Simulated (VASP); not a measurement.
# PbS (Pm-3m) in VASP: a series of runs

Aim: see how the results for PbS move with the level of theory and the settings. Levels: r2SCAN, PBE. Tasks: single point.

Everything below comes from runs of VASP 6.6.1. Logs are shortened: lines on timing, memory, paths and dates and some standing lists are left out, and cuts for length are marked.

### Step 1. The cell of the first run

It takes space group Pm-3m (No. 221, cubic). The conventional cell has a = 3.706 Å, b = 3.706 Å, c = 3.706 Å, α = 90.00°, β = 90.00°, γ = 90.00°. Within 4.2 Å of Pb (site symmetry m-3m) lie 8 S at 3.21 Å and 6 Pb at 3.71 Å. S (site symmetry m-3m) has 8 Pb at 3.21 Å and 6 S at 3.71 Å within 4.2 Å.

### Step 2. Single point, r2SCAN (volume changed by +6%)

POSCAR reads:

```
PbS
1.0
    3.7064272131      0.0000000000      0.0000000000
    0.0000000000      3.7064272131      0.0000000000
    0.0000000000      0.0000000000      3.7064272131
Pb S
1 1
Direct
    0.0000000000      0.0000000000      0.0000000000
    0.5000000000      0.5000000000      0.5000000000
```

INCAR.step1 reads:

```
PREC     = Accurate       # precision mode
ENCUT    = 520            # plane-wave cutoff, eV
ISMEAR   = -1             # smearing method
SIGMA    = 0.02           # smearing width, eV
LREAL    = F              # projectors in reciprocal space
LASPH    = T              # aspherical terms in the spheres
NELM     = 80             # most SCF steps
NBANDS   = 17             # bands
GGA      = PE             # functional
ALGO     = Normal         # electronic algorithm
EDIFF    = 1E-4           # SCF threshold, eV
LWAVE    = T              # write WAVECAR
LCHARG   = F              # write CHGCAR
```

INCAR.step2 reads:

```
PREC     = Accurate       # precision mode
ENCUT    = 520            # plane-wave cutoff, eV
EDIFF    = 1E-6           # SCF threshold, eV
ISMEAR   = -1             # smearing method
SIGMA    = 0.02           # smearing width, eV
LREAL    = F              # projectors in reciprocal space
LASPH    = T              # aspherical terms in the spheres
NELM     = 80             # most SCF steps
ALGO     = Normal         # electronic algorithm
ISIF     = 2              # what is computed and relaxed
LWAVE    = F              # write WAVECAR
LCHARG   = F              # write CHGCAR
METAGGA  = R2SCAN         # meta-GGA
LMIXTAU  = T            
NBANDS   = 17             # bands
ISTART   = 1
```

KPOINTS reads:

```
Automatic mesh
0
Gamma
  6 6 6
```

Potentials or basis: VASP PAW PBE potentials, release 64 (Pb_d, S).

The run is started by

```bash
$ cat potpaw_PBE.64/Pb_d/POTCAR potpaw_PBE.64/S/POTCAR > POTCAR
$ cp INCAR.step1 INCAR
$ mpirun -np 1 vasp_std > vasp.out
$ cp INCAR.step2 INCAR
$ mpirun -np 1 vasp_std > vasp.out
```

OUTCAR:

```text
PREC = Accurate
   ENCUT = 520
   EDIFF = 1E-6
   ISMEAR = -1
   LREAL = F
   LASPH = T
   NELM = 80
   ISIF = 2
   METAGGA = R2SCAN
   ISTART = 1

 ion  position               nearest neighbor table
   1  0.000  0.000  0.000-   2 3.21   2 3.21   2 3.21   2 3.21   2 3.21   2 3.21   2 3.21   2 3.21

   2  0.500  0.500  0.500-   1 3.21   1 3.21   1 3.21   1 3.21   1 3.21   1 3.21   1 3.21   1 3.21

  LATTYP: Found a simple cubic cell.
 ALAT       =     3.7064272131

  Lattice vectors:

 A1 = (   3.7064272131,   0.0000000000,   0.0000000000)
 A2 = (   0.0000000000,   3.7064272131,   0.0000000000)
 A3 = (   0.0000000000,   0.0000000000,   3.7064272131)

Analysis of symmetry for initial positions (statically):
=====================================================================
 Subroutine PRICEL returns:
 Original cell was already a primitive cell.

 Routine SETGRP: Setting up the symmetry group for a
 simple cubic supercell.

 Subroutine GETGRP returns: Found 48 space group operations
 (whereof 48 operations were pure point group operations)
 out of a pool of 48 trial point group operations.

The static configuration has the point symmetry O_h .

Analysis of symmetry for dynamics (positions and initial velocities):
=====================================================================
 Subroutine PRICEL returns:
 Original cell was already a primitive cell.

 Routine SETGRP: Setting up the symmetry group for a
 simple cubic supercell.

 Subroutine GETGRP returns: Found 48 space group operations
 (whereof 48 operations were pure point group operations)
 out of a pool of 48 trial point group operations.

The dynamic configuration has the point symmetry O_h .

 Subroutine INISYM returns: Found 48 space group operations
 (whereof 48 operations are pure point group operations),
 and found     1 'primitive' translations

----------------------------------------------------------------------------------------

                                     Primitive cell

  volume of cell :      50.9174

  direct lattice vectors                    reciprocal lattice vectors
     3.706427213  0.000000000  0.000000000     0.269801602  0.000000000  0.000000000
     0.000000000  3.706427213  0.000000000     0.000000000  0.269801602  0.000000000
     0.000000000  0.000000000  3.706427213     0.000000000  0.000000000  0.269801602

  length of vectors
     3.706427213  3.706427213  3.706427213     0.269801602  0.269801602  0.269801602

  position of ions in fractional coordinates (direct lattice)
     0.000000000  0.000000000  0.000000000
     0.500000000  0.500000000  0.500000000

  ion indices of the primitive-cell ions
   primitive index   ion index
                 1           1
                 2           2

----------------------------------------------------------------------------------------

 KPOINTS: Automatic mesh

Automatic generation of k-mesh.
 Grid dimensions read from file:
 generate k-points for:    6    6    6

 Generating k-lattice:

  Cartesian coordinates                     Fractional coordinates (reciprocal lattice)
     0.044966934  0.000000000  0.000000000     0.166666667  0.000000000  0.000000000
     0.000000000  0.044966934  0.000000000     0.000000000  0.166666667  0.000000000
     0.000000000  0.000000000  0.044966934     0.000000000  0.000000000  0.166666667

  Length of vectors
     0.044966934  0.044966934  0.044966934

  Shift w.r.t. Gamma in fractional coordinates (k-lattice)
     0.000000000  0.000000000  0.000000000

 Subroutine IBZKPT returns following result:
 ===========================================

 Found     20 irreducible k-points:

 Following reciprocal coordinates:
            Coordinates               Weight
  0.000000  0.000000  0.000000      1.000000
  0.166667  0.000000  0.000000      6.000000
  0.333333  0.000000  0.000000      6.000000
  0.500000  0.000000  0.000000      3.000000
  0.166667  0.166667  0.000000     12.000000
  0.333333  0.166667  0.000000     24.000000
[... 12 lines left out ...]
  0.500000  0.500000  0.333333      6.000000
  0.500000  0.500000  0.500000      1.000000
   k-points           NKPTS =     20   k-points in BZ     NKDIM =     20   number of bands    NBANDS=     17
   number of dos      NEDOS =    301   number of ions     NIONS =      2
   total plane-waves  NPLWV =  21952
   dimension x,y,z NGX =    28 NGY =   28 NGZ =   28
   dimension x,y,z NGXF=    56 NGYF=   56 NGZF=   56
   ions per type =               1   1
   NGX,Y,Z   is equivalent  to a cutoff of  12.56, 12.56, 12.56 a.u.
   NGXF,Y,Z  is equivalent  to a cutoff of  25.12, 25.12, 25.12 a.u.
 SYSTEM =  unknown system
   PREC   = accura    normal or accurate (medium, high low for compatibility)
   ISTART =      1    job   : 0-new  1-cont  2-samecut
   ICHARG =      0    charge: 1-file 2-atom 10-const
   ISPIN  =      1    spin polarized calculation?
   LNONCOLLINEAR =      F non collinear calculations
   LSORBIT =      F    spin-orbit coupling
   LASPH  =      T    aspherical Exc in radial PAW
   ENCUT  =  520.0 eV  38.22 Ry    6.18 a.u.   6.89  6.89  6.89*2*pi/ulx,y,z
   NELM   =     80;   NELMIN=  2; NELMDL=  0     # of ELM steps
   EDIFF  = 0.1E-05   stopping-criterion for ELM
   LREAL  =      F    real-space projection
   EDIFFG = 0.1E-04   stopping-criterion for IOM
   NSW    =      0    number of steps for IOM
   IBRION =     -1    ionic relax: 0-MD 1-quasi-New 2-CG
   NFREE  =      0    steps in history (QN), initial steepest desc. (CG)
   ISIF   =      2    stress and relaxation
   ISYM   =      2    0-nonsym 1-usesym 2-fastsym
   POTIM  = 0.5000    time-step for ionic-motion
   TEBEG  =    0.0;   TEEND  =   0.0 temperature during run
   PSTRESS=    0.0 pullay stress
   NELECT =      20.0000    total number of electrons
   NUPDOWN=      -1.0000    fix difference up-down
   EMIN   =  10.00;   EMAX   =-10.00  energy-range for DOS
   EFERMI =   0.00;   METHOD = LEGACY
   ISMEAR =    -1;   SIGMA  =   0.02  broadening in eV -4-tet -1-fermi 0-gaus
   EFERMI_NEDOS =   21; number of points for ismear=-14 and -15
   IALGO  =     38    algorithm
   IMIX   =      4    mixing-type and parameters
     AMIX     =   0.40;   BMIX     =  1.00
     AMIX_MAG =   1.60;   BMIX_MAG =  1.00
  volume/ion in A,a.u.               =      25.46       171.80
  Fermi-wavevector in a.u.,A,eV,Ry     =   1.198936  2.265661 19.557663  1.437448
  Thomas-Fermi vector in A             =   2.334812
   LORBIT       =      0    0 simple, 1 ext, 2 COOP (PROOUT), +10 PAW based schemes
   METAGGA = R2SCAN    functional components
   LHFCALC =     F    Hartree Fock is set to
   AEXX    =    0.0000 exact exchange contribution
   IVDW    =     0    specifies the selected vdW correction
   LEPSILON=     F    determine dielectric tensor
   LRPA    =     F    only Hartree local field effects (RPA)
 non-spin polarized calculation
  energy-cutoff  :      520.00
  volume of cell :       50.92
 maximum number of plane-waves:      1406
 NGX is ok and might be reduce to    28
   NGX = 13   NGY = 13   NGZ = 13

 number of electron      20.0000005 magnetization

 Free energy of the ion-electron system (eV)
  ---------------------------------------------------
  ext. energy  EPLUGINS =         0.00000000
  ---------------------------------------------------
  free energy    TOTEN  =       -65.04918203 eV

  energy without entropy =      -65.04818785  energy(sigma->0) =      -65.04868494

 E-fermi :   5.4534     XC(G=0): -10.4830

 val. band max:        5.4430597132   @ k =   0.1667   0.1667   0.1667
 cond. band min:       6.0683474406   @ k =   0.5000   0.3333   0.3333
 fundamental gap:      0.6252877274
 Fermi energy:         5.4534100438

 k-point     1 :       0.0000    0.0000    0.0000
  band No.  band energies     occupation
      1     -12.0946      2.00000
      2     -12.0946      2.00000
      3     -11.9065      2.00000
      4     -11.9065      2.00000
      5     -11.9065      2.00000
      6      -7.8769      2.00000
[... 9 lines left out ...]
     16      18.4490      0.00000
     17      18.7204      0.00000

 k-point     2 :       0.1667    0.0000    0.0000
  band No.  band energies     occupation
      1     -12.0926      2.00000
      2     -12.0604      2.00000
      3     -11.9189      2.00000
      4     -11.9189      2.00000
      5     -11.9053      2.00000
      6      -7.6562      2.00000
[... 9 lines left out ...]
     16      18.5417      0.00000
     17      18.5480      0.00000

 k-point     3 :       0.3333    0.0000    0.0000
  band No.  band energies     occupation
      1     -12.0887      2.00000
      2     -11.9923      2.00000
      3     -11.9435      2.00000
      4     -11.9435      2.00000
      5     -11.9028      2.00000
      6      -7.0916      2.00000
[... 9 lines left out ...]
     16      16.4298      0.00000
     17      18.7572      0.00000

 k-point     4 :       0.5000    0.0000    0.0000
  band No.  band energies     occupation
      1     -12.0867      2.00000
      2     -11.9585      2.00000
      3     -11.9558      2.00000
      4     -11.9558      2.00000
      5     -11.9017      2.00000
      6      -6.6886      2.00000
[... 9 lines left out ...]
     16      18.7698      0.00000
     17      19.8057      0.00000
[... 263 lines left out ...]
      1     -12.0112      2.00000
      2     -11.9978      2.00000
      3     -11.9809      2.00000
      4     -11.9253      2.00000
      5     -11.8891      2.00000
      6      -5.9300      2.00000
[... 9 lines left out ...]
     16      17.8324      0.00000
     17      21.7477      0.00000

 k-point    19 :       0.5000    0.5000    0.3333
  band No.  band energies     occupation
      1     -12.0227      2.00000
      2     -11.9958      2.00000
      3     -11.9958      2.00000
      4     -11.9067      2.00000
      5     -11.8692      2.00000
      6      -5.8333      2.00000
[... 9 lines left out ...]
     16      18.7634      0.00000
     17      22.0233      0.00000

 k-point    20 :       0.5000    0.5000    0.5000
  band No.  band energies     occupation
      1     -12.0120      2.00000
      2     -12.0120      2.00000
      3     -12.0120      2.00000
      4     -11.8685      2.00000
      5     -11.8685      2.00000
      6      -5.7715      2.00000
[... 9 lines left out ...]
     16      19.8165      0.00000
     17      22.4381      0.00000

------------------------ aborting loop because EDIFF is reached ----------------------------------------

  FORCE on cell =-STRESS in cart. coord.  units (eV):
  Direction    XX          YY          ZZ          XY          YZ          ZX
  --------------------------------------------------------------------------------------
  -------------------------------------------------------------------------------------
  Total       -1.0484668     -1.0484668     -1.0484668      0.0000000      0.0000000      0.0000000
  in kB      -32.9912560    -32.9912560    -32.9912560      0.0000000      0.0000000      0.0000000
  external PRESSURE =     -32.9912560 kB  Pullay stress =       0.0000000 kB

 VOLUME and BASIS-vectors are now :
 -----------------------------------------------------------------------------
  energy-cutoff  :      520.00
  volume of cell :       50.92
      direct lattice vectors                 reciprocal lattice vectors
     3.706427213  0.000000000  0.000000000     0.269801602  0.000000000  0.000000000
     0.000000000  3.706427213  0.000000000     0.000000000  0.269801602  0.000000000
     0.000000000  0.000000000  3.706427213     0.000000000  0.000000000  0.269801602

 POSITION                                       TOTAL-FORCE (eV/Angst)
 -----------------------------------------------------------------------------------
      0.00000      0.00000      0.00000         0.000000      0.000000      0.000000
      1.85321      1.85321      1.85321         0.000000      0.000000      0.000000
 -----------------------------------------------------------------------------------
    total drift:                               -0.000000      0.000000      0.000000

  FREE ENERGIE OF THE ION-ELECTRON SYSTEM (eV)
  ---------------------------------------------------
  free  energy   TOTEN  =       -65.0491820317 eV

  energy  without entropy=      -65.0481878523  energy(sigma->0) =      -65.04868494
```

It took 83 s on 1 thread of Intel Xeon 8259CL, shared host; peak memory 0.17 GiB.

Results:

| Item | Value |
| --- | --- |
| Free energy | -65.0492 eV |
| Pressure | -3.3 GPa |
| Band gap on the k mesh | zero (band 10 reaches 5.44 eV, above the bottom of band 11 at 5.34 eV) |

Caveat: the PAW data sets were made with another functional, which shifts forces and pressure a little; spin-orbit coupling is left out, which moves the levels of the heavy elements.

(Continued in part 2 of 2.)
